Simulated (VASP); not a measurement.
Write the native input for VASP 6.6.1 that does the following.

```yaml
Task: single point
Functional: r2SCAN
Potentials_or_basis: VASP PAW PBE potentials, release 64 (Ga_d, P)
Cutoff: 520 eV
k_mesh: 8 × 8 × 8
Occupations: gaussian, width 0.05 eV
Spin: no spin polarisation
Dipole_correction: no
Further_INCAR_settings: ALGO = Normal; EDIFF = 1e-07; NBANDS = 16
```

GaP:

```
CELL_PARAMETERS angstrom
0.00000 2.67075 2.72525
2.72525 0.00000 2.72525
2.72525 2.67075 0.00000
ATOMIC_POSITIONS crystal
Ga 0.00000 0.00000 0.00000
P 0.75000 0.75000 0.75000
```

This cell differs from its parent crystal: strain -0.0200 x Voigt [0, 1, 0, 0, 0, 0].

These files were run (other wordings do the same):

POSCAR

```
GaP
1.0
    0.0000000000      2.6707450000      2.7252500000
    2.7252500000      0.0000000000      2.7252500000
    2.7252500000      2.6707450000      0.0000000000
Ga P
1 1
Direct
    0.0000000000      0.0000000000      0.0000000000
    0.7500000000      0.7500000000      0.7500000000
```

INCAR.step1

```
  PREC = Accurate
  ENCUT = 520
  ISMEAR = 0
  SIGMA = 0.05
  LREAL = False
  LASPH = True
  NELM = 100
  NBANDS = 16
  GGA = PE
  ALGO = Normal
  EDIFF = 1E-4
  LWAVE = True
  LCHARG = False
```

INCAR.step2

```
  PREC = Accurate
  ENCUT = 520
  EDIFF = 1E-7
  ISMEAR = 0
  SIGMA = 0.05
  LREAL = False
  LASPH = True
  NELM = 100
  ALGO = Normal
  ISIF = 2
  LWAVE = False
  LCHARG = False
  METAGGA = R2SCAN
  LMIXTAU = True
  NBANDS = 16
  ISTART = 1
```

KPOINTS

```
Automatic mesh
0
Gamma
  8 8 8
```

Potentials or basis: VASP PAW PBE potentials, release 64 (Ga_d, P).

Launch:

```console
$ cat potpaw_PBE.64/Ga_d/POTCAR potpaw_PBE.64/P/POTCAR > POTCAR
$ cp INCAR.step1 INCAR
$ mpirun -np 1 vasp_std > vasp.out
$ cp INCAR.step2 INCAR
$ mpirun -np 1 vasp_std > vasp.out
```

It gave:

```
Pressure               : 1.8 GPa
Band gap on the k mesh : 1.66 eV (least direct gap 2.44 eV)
```

Caveat: the cell differs from its parent crystal (strain -0.0200 x Voigt [0, 1, 0, 0, 0, 0]); the PAW data sets were made with another functional, which shifts forces and pressure a little.

Wall time 3.1 min on 1 thread of Intel Xeon 8259CL (shared host), peak memory 0.19 GiB.
